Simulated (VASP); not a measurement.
Here is a VASP 6.6.1 calculation.

File INCAR:

```
SYSTEM = Sb
ALGO = Normal
EDIFF = 1E-7
ENCUT = 520
GGA = RE
ISIF = 2
ISMEAR = 1
IVDW = 12
LASPH = .TRUE.
LCHARG = .FALSE.
LREAL = .FALSE.
LWAVE = .FALSE.
NBANDS = 8
NELM = 100
PREC = Accurate
SIGMA = 0.01
```

KPOINTS

```
k-points
0
G
  9 9 9
  0 0 0
```

File POSCAR:

```
Sb
1.0
    2.9877880000      0.0000000000      0.0000000000
   -0.9959293021      2.8169135518      0.0000000000
   -0.9959293021     -1.4084567097      2.4395187343
Sb
1
Direct
    0.0000000000      0.0000000000      0.0000000000
```

Potentials or basis: VASP PAW PBE potentials, release 64 (Sb).

Command:

```bash
$ cat potpaw_PBE.64/Sb/POTCAR > POTCAR
$ mpirun -np 1 vasp_std > vasp.out
```

(1) What does it give for the dispersion energy per atom?

(2) Estimate the pressure.

## Answers

(1) -1.292 eV.

(2) 23.9 GPa.

Caveat: three body term missing; the PAW data sets were made with another functional, which shifts forces and pressure a little; pairwise dispersion overbinds metals, which lowers pressure and volume.
